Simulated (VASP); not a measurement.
# La2O3 (P-62m) in VASP: a series of runs

Runs on La2O3. Level: PBE. Tasks: single point.

Everything below comes from runs of VASP 6.6.1. Logs are shortened: lines on timing, memory, paths and dates and some standing lists are left out, and cuts for length are marked.

**1. The cell of the first run**

Symmetry: P-62m, No. 189, hexagonal system. The conventional cell has a = 6.349 Å, b = 6.349 Å, c = 3.343 Å, α = 90.00°, β = 90.00°, γ = 120.00°. Within 3.4 Å of La (site symmetry -6) lie 6 O at 2.48 Å and 2 La at 3.34 Å. O (site symmetry m2m) has 4 La at 2.48 Å and 6 O at 3.18 to 3.34 Å within 3.4 Å.

**2. Single point, PBE (23.34 Å³/atom)**

INCAR reads:

```
SYSTEM = La2O3
  PREC = Accurate
  ENCUT = 520
  EDIFF = 1E-6
  ISMEAR = -1
  SIGMA = 0.05
  LREAL = .False.
  LASPH = .True.
  NELM = 60
  ALGO = Normal
  ISIF = 2
  LWAVE = .False.
  LCHARG = .False.
  GGA = PE
  NBANDS = 28
```

KPOINTS reads:

```
regular mesh
0
Gamma
  5 5 8
  0 0 0
```

POSCAR reads:

```
La2O3
1.0
    6.3492473695      0.0000000000      0.0000000000
   -3.1746236848      5.4986095169      0.0000000000
    0.0000000000      0.0000000000      3.3431889533
La O
2 3
Direct
    0.6666666667      0.3333333333      0.5000000000
    0.3333333333      0.6666666667      0.5000000000
    0.5080139900      0.0000000000      0.0000000000
    0.0000000000      0.5080139900      0.0000000000
    0.4919860100      0.4919860100      0.0000000000
```

Potentials or basis: VASP PAW PBE potentials, release 64 (La, O).

The run is started by

```bash
> cat potpaw_PBE.64/La/POTCAR potpaw_PBE.64/O/POTCAR > POTCAR
> mpirun -np 1 vasp_std > vasp.out
```

OUTCAR:

```text
SYSTEM = La2O3
   PREC = Accurate
   ENCUT = 520
   EDIFF = 1E-6
   ISMEAR = -1
   LREAL = .False.
   LASPH = .True.
   NELM = 60
   ISIF = 2
   GGA = PE

 ion  position               nearest neighbor table
   1  0.667  0.333  0.500-   3 2.48   3 2.48   4 2.48   4 2.48   5 2.48   5 2.48   2 3.67   2 3.67
                             2 3.67
   2  0.333  0.667  0.500-   4 2.48   4 2.48   3 2.48   3 2.48   5 2.48   5 2.48   1 3.67   1 3.67
                             1 3.67
   3  0.508  0.000  0.000-   1 2.48   1 2.48   2 2.48   2 2.48
   4  0.000  0.508  0.000-   2 2.48   2 2.48   1 2.48   1 2.48
   5  0.492  0.492  0.000-   1 2.48   1 2.48   2 2.48   2 2.48

  LATTYP: Found a hexagonal cell.
 ALAT       =     6.3492473695
 C/A-ratio  =     0.5265488583

  Lattice vectors:

 A1 = (   6.3492473695,   0.0000000000,   0.0000000000)
 A2 = (  -3.1746236848,   5.4986095169,   0.0000000000)
 A3 = (   0.0000000000,   0.0000000000,   3.3431889533)

Analysis of symmetry for initial positions (statically):
=====================================================================
 Subroutine PRICEL returns:
 Original cell was already a primitive cell.

 Routine SETGRP: Setting up the symmetry group for a
 hexagonal supercell.

 Subroutine GETGRP returns: Found 12 space group operations
 (whereof 12 operations were pure point group operations)
 out of a pool of 24 trial point group operations.

The static configuration has the point symmetry D_3h.

Analysis of symmetry for dynamics (positions and initial velocities):
=====================================================================
 Subroutine PRICEL returns:
 Original cell was already a primitive cell.

 Routine SETGRP: Setting up the symmetry group for a
 hexagonal supercell.

 Subroutine GETGRP returns: Found 12 space group operations
 (whereof 12 operations were pure point group operations)
 out of a pool of 24 trial point group operations.

The dynamic configuration has the point symmetry D_3h.

 Subroutine INISYM returns: Found 12 space group operations
 (whereof 12 operations are pure point group operations),
 and found     1 'primitive' translations

----------------------------------------------------------------------------------------

                                     Primitive cell

  volume of cell :     116.7175

  direct lattice vectors                    reciprocal lattice vectors
     6.349247369  0.000000000  0.000000000     0.157498982  0.090932080  0.000000000
    -3.174623685  5.498609517  0.000000000     0.000000000  0.181864160  0.000000000
     0.000000000  0.000000000  3.343188953     0.000000000  0.000000000  0.299115609

  length of vectors
     6.349247369  6.349247370  3.343188953     0.181864160  0.181864160  0.299115609

  position of ions in fractional coordinates (direct lattice)
     0.666666667  0.333333333  0.500000000
     0.333333333  0.666666667  0.500000000
     0.508013990  0.000000000  0.000000000
     0.000000000  0.508013990  0.000000000
     0.491986010  0.491986010  0.000000000

  ion indices of the primitive-cell ions
   primitive index   ion index
                 1           1
                 2           2
                 3           3
                 4           4
                 5           5

----------------------------------------------------------------------------------------

 KPOINTS: regular mesh

Automatic generation of k-mesh.
 Grid dimensions read from file:
 generate k-points for:    5    5    8

 Generating k-lattice:

  Cartesian coordinates                     Fractional coordinates (reciprocal lattice)
     0.031499796  0.018186416  0.000000000     0.200000000  0.000000000  0.000000000
     0.000000000  0.036372832  0.000000000     0.000000000  0.200000000  0.000000000
     0.000000000  0.000000000  0.037389451     0.000000000  0.000000000  0.125000000

  Length of vectors
     0.036372832  0.036372832  0.037389451

  Shift w.r.t. Gamma in fractional coordinates (k-lattice)
     0.000000000  0.000000000  0.000000000

 Subroutine IBZKPT returns following result:
 ===========================================

 Found     25 irreducible k-points:

 Following reciprocal coordinates:
            Coordinates               Weight
  0.000000  0.000000  0.000000      1.000000
  0.200000  0.000000  0.000000      6.000000
  0.400000  0.000000  0.000000      6.000000
  0.200000  0.200000  0.000000      6.000000
  0.400000  0.200000  0.000000      6.000000
  0.000000  0.000000  0.125000      2.000000
[... 16 lines left out ...]
  0.400000  0.000000  0.500000      6.000000
  0.200000  0.200000  0.500000      6.000000
   k-points           NKPTS =     25   k-points in BZ     NKDIM =     25   number of bands    NBANDS=     28
   number of dos      NEDOS =    301   number of ions     NIONS =      5
   total plane-waves  NPLWV =  64512
   dimension x,y,z NGX =    48 NGY =   48 NGZ =   28
   dimension x,y,z NGXF=    96 NGYF=   96 NGZF=   56
   ions per type =               2   3
   NGX,Y,Z   is equivalent  to a cutoff of  12.57, 12.57, 13.92 a.u.
   NGXF,Y,Z  is equivalent  to a cutoff of  25.14, 25.14, 27.85 a.u.
 SYSTEM =  La2O3
   PREC   = accura    normal or accurate (medium, high low for compatibility)
   ISTART =      0    job   : 0-new  1-cont  2-samecut
   ICHARG =      2    charge: 1-file 2-atom 10-const
   ISPIN  =      1    spin polarized calculation?
   LNONCOLLINEAR =      F non collinear calculations
   LSORBIT =      F    spin-orbit coupling
   LASPH  =      T    aspherical Exc in radial PAW
   ENCUT  =  520.0 eV  38.22 Ry    6.18 a.u.  11.81 11.81  6.22*2*pi/ulx,y,z
   NELM   =     60;   NELMIN=  2; NELMDL= -5     # of ELM steps
   EDIFF  = 0.1E-05   stopping-criterion for ELM
   LREAL  =      F    real-space projection
   EDIFFG = 0.1E-04   stopping-criterion for IOM
   NSW    =      0    number of steps for IOM
   IBRION =     -1    ionic relax: 0-MD 1-quasi-New 2-CG
   NFREE  =      0    steps in history (QN), initial steepest desc. (CG)
   ISIF   =      2    stress and relaxation
   ISYM   =      2    0-nonsym 1-usesym 2-fastsym
   POTIM  = 0.5000    time-step for ionic-motion
   TEBEG  =    0.0;   TEEND  =   0.0 temperature during run
   PSTRESS=    0.0 pullay stress
   NELECT =      40.0000    total number of electrons
   NUPDOWN=      -1.0000    fix difference up-down
   EMIN   =  10.00;   EMAX   =-10.00  energy-range for DOS
   EFERMI =   0.00;   METHOD = LEGACY
   ISMEAR =    -1;   SIGMA  =   0.05  broadening in eV -4-tet -1-fermi 0-gaus
   EFERMI_NEDOS =   21; number of points for ismear=-14 and -15
   IALGO  =     38    algorithm
   IMIX   =      4    mixing-type and parameters
     AMIX     =   0.40;   BMIX     =  1.00
     AMIX_MAG =   1.60;   BMIX_MAG =  1.00
  volume/ion in A,a.u.               =      23.34       157.53
  Fermi-wavevector in a.u.,A,eV,Ry     =   1.145643  2.164952 17.857632  1.312499
  Thomas-Fermi vector in A             =   2.282331
   LORBIT       =      0    0 simple, 1 ext, 2 COOP (PROOUT), +10 PAW based schemes
   GGA     = PE    functional components
   LHFCALC =     F    Hartree Fock is set to
   AEXX    =    0.0000 exact exchange contribution
   IVDW    =     0    specifies the selected vdW correction
   LEPSILON=     F    determine dielectric tensor
   LRPA    =     F    only Hartree local field effects (RPA)
 non-spin polarized calculation
  energy-cutoff  :      520.00
  volume of cell :      116.72
 maximum number of plane-waves:      3163
 NGX is ok and might be reduce to    48
   NGX = 23   NGY = 23   NGZ = 13

 number of electron      40.0000000 magnetization

 Free energy of the ion-electron system (eV)
  ---------------------------------------------------
  ext. energy  EPLUGINS =         0.00000000
  ---------------------------------------------------
  free energy    TOTEN  =       -40.74713350 eV

  energy without entropy =      -40.74713350  energy(sigma->0) =      -40.74713350

 E-fermi :   3.8406     XC(G=0):  -8.1835

 val. band max:        2.9689772920   @ k =   0.0000   0.0000   0.5000
 cond. band min:       4.7008852706   @ k =   0.0000   0.0000   0.0000
 fundamental gap:      1.7319079785
 Fermi energy:         3.8405671857

 k-point     1 :       0.0000    0.0000    0.0000
  band No.  band energies     occupation
      1     -27.5550      2.00000
      2     -27.3672      2.00000
      3     -14.2145      2.00000
      4     -14.2145      2.00000
      5     -12.6895      2.00000
      6     -11.0897      2.00000
[... 20 lines left out ...]
     27       7.7098      0.00000
     28       7.7117      0.00000

 k-point     2 :       0.2000    0.0000    0.0000
  band No.  band energies     occupation
      1     -27.5397      2.00000
      2     -27.3834      2.00000
      3     -14.2197      2.00000
      4     -14.1250      2.00000
      5     -12.8993      2.00000
      6     -11.0660      2.00000
[... 20 lines left out ...]
     27       7.7242      0.00000
     28       7.7254      0.00000

 k-point     3 :       0.4000    0.0000    0.0000
  band No.  band energies     occupation
      1     -27.5038      2.00000
      2     -27.4207      2.00000
      3     -14.2280      2.00000
      4     -13.9069      2.00000
      5     -13.2676      2.00000
      6     -11.0264      2.00000
[... 20 lines left out ...]
     27       7.7368      0.00000
     28       7.7619      0.00000

 k-point     4 :       0.2000    0.2000    0.0000
  band No.  band energies     occupation
      1     -27.5128      2.00000
      2     -27.4115      2.00000
      3     -14.2286      2.00000
      4     -13.9582      2.00000
      5     -13.1891      2.00000
      6     -11.0255      2.00000
[... 578 lines left out ...]
     27       7.5290      0.00000
     28       7.5989      0.00000

 k-point    23 :       0.4000    0.0000    0.5000
  band No.  band energies     occupation
      1     -27.2310      2.00000
      2     -27.1683      2.00000
      3     -14.5522      2.00000
      4     -13.8591      2.00000
      5     -12.8301      2.00000
      6     -11.5248      2.00000
[... 20 lines left out ...]
     27       7.5620      0.00000
     28       7.6876      0.00000

 k-point    24 :       0.2000    0.2000    0.5000
  band No.  band energies     occupation
      1     -27.2377      2.00000
      2     -27.1614      2.00000
      3     -14.6105      2.00000
      4     -13.7518      2.00000
      5     -12.8302      2.00000
      6     -11.5270      2.00000
[... 20 lines left out ...]
     27       7.5921      0.00000
     28       7.6637      0.00000

 [... further k-points ...]

------------------------ aborting loop because EDIFF is reached ----------------------------------------

  FORCE on cell =-STRESS in cart. coord.  units (eV):
  Direction    XX          YY          ZZ          XY          YZ          ZX
  --------------------------------------------------------------------------------------
  -------------------------------------------------------------------------------------
  Total       -0.2770245     -0.2770245     -3.3427524      0.0000000      0.0000000     -0.0000000
  in kB       -3.8027053     -3.8027053    -45.8858463      0.0000000      0.0000000     -0.0000000
  external PRESSURE =     -17.8304190 kB  Pullay stress =       0.0000000 kB

 VOLUME and BASIS-vectors are now :
 -----------------------------------------------------------------------------
  energy-cutoff  :      520.00
  volume of cell :      116.72
      direct lattice vectors                 reciprocal lattice vectors
     6.349247369  0.000000000  0.000000000     0.157498982  0.090932080  0.000000000
    -3.174623685  5.498609517  0.000000000     0.000000000  0.181864160  0.000000000
     0.000000000  0.000000000  3.343188953     0.000000000  0.000000000  0.299115609

 POSITION                                       TOTAL-FORCE (eV/Angst)
 -----------------------------------------------------------------------------------
      3.17462      1.83287      1.67159        -0.000000      0.000000      0.000000
     -0.00000      3.66574      1.67159        -0.000000      0.000000      0.000000
      3.22551      0.00000      0.00000        -0.065653     -0.000000      0.000000
     -1.61275      2.79337      0.00000         0.032826     -0.056857      0.000000
      1.56187      2.70524      0.00000         0.032826      0.056857      0.000000
 -----------------------------------------------------------------------------------
    total drift:                               -0.000001     -0.000001      0.000000

  FREE ENERGIE OF THE ION-ELECTRON SYSTEM (eV)
  ---------------------------------------------------
  free  energy   TOTEN  =       -40.7471334984 eV

  energy  without entropy=      -40.7471334978  energy(sigma->0) =      -40.74713350
```

It took 55 s on 1 thread of Intel Xeon 6975P-C (Granite Rapids), shared host; peak memory 0.29 GiB.

What came out:

- Free energy: -40.7471 eV
- Pressure: -1.8 GPa
- Largest force: 0.066 eV/Å
- Band gap on the k mesh: 1.73 eV (least direct gap 2.12 eV)

Forces in eV/Å, atoms in the order of the input:
```
La   0.000  0.000  0.000
La   0.000  0.000  0.000
O   -0.066  0.000  0.000
O    0.033 -0.057  0.000
O    0.033  0.057  0.000
```

Caveat: spin-orbit coupling is left out, which moves the levels of the heavy elements; an odd mesh through Γ misses points on the zone boundary, where band edges can lie.

**3. Single point, PBE (23.79 Å³/atom)**

This run uses another cell than the first one, of 23.79 Å³/atom.

INCAR reads:

```
SYSTEM = La2O3
PREC = Accurate
ENCUT = 520
EDIFF = 1E-6
ISMEAR = -1
SIGMA = 0.05
LREAL = .FALSE.
LASPH = .TRUE.
NELM = 60
ALGO = Normal
ISIF = 2
LWAVE = .FALSE.
LCHARG = .TRUE.
GGA = PE
LELF = .TRUE.
LVHAR = .TRUE.
NBANDS = 28
```

KPOINTS reads:

```
Automatic mesh
0
G
  5 5 8
  0 0 0
```

POSCAR, as its differences from that of step 2:

```diff
@@ -2,5 +2,5 @@
 1.0
-    6.3492473695      0.0000000000      0.0000000000
-   -3.1746236848      5.4986095169      0.0000000000
-    0.0000000000      0.0000000000      3.3431889533
+    6.3896895259      0.0000000000      0.0000000000
+   -3.1948447630      5.5336334518      0.0000000000
+    0.0000000000      0.0000000000      3.3644837246
 La O
```

Potentials or basis: VASP PAW PBE potentials, release 64 (La, O).

The run is started by

```bash
> cat potpaw_PBE.64/La/POTCAR potpaw_PBE.64/O/POTCAR > POTCAR
> mpirun -np 1 vasp_std > vasp.out
```

Run time: 60 s. Hardware: 1 thread of Intel Xeon 6975P-C (Granite Rapids), shared host; peak memory 0.28 GiB.

It converged, with:

| Quantity | Value |
| --- | --- |
| Free energy | -40.7124 eV |
| Pressure | -3.3 GPa |
| Largest force | 0.074 eV/Å |
| Band gap on the k mesh | 1.81 eV (least direct gap 2.15 eV) |

Forces on the atoms (eV/Å):
```
La   0.000  0.000  0.000
La   0.000  0.000  0.000
O   -0.074  0.000  0.000
O    0.037 -0.064  0.000
O    0.037  0.064  0.000
```

Stress tensor (GPa, compression positive):
```
-1.68  0.00  0.00
 0.00 -1.68  0.00
 0.00  0.00 -6.68
```

Levels at points of the mesh, in eV from the valence-band top:
```csv
k point,band 18,band 19,band 20,band 21,band 22,band 23
"(0.00, 0.00, 0.00)",-0.78,-0.39,-0.34,1.81,3.61,4.03
"(0.00, 0.00, 0.50)",-0.84,-0.04,0.00,4.25,4.28,4.31
```

Caveat: the cell stands under tension; spin-orbit coupling is left out, which moves the levels of the heavy elements; an odd mesh through Γ misses points on the zone boundary, where band edges can lie.
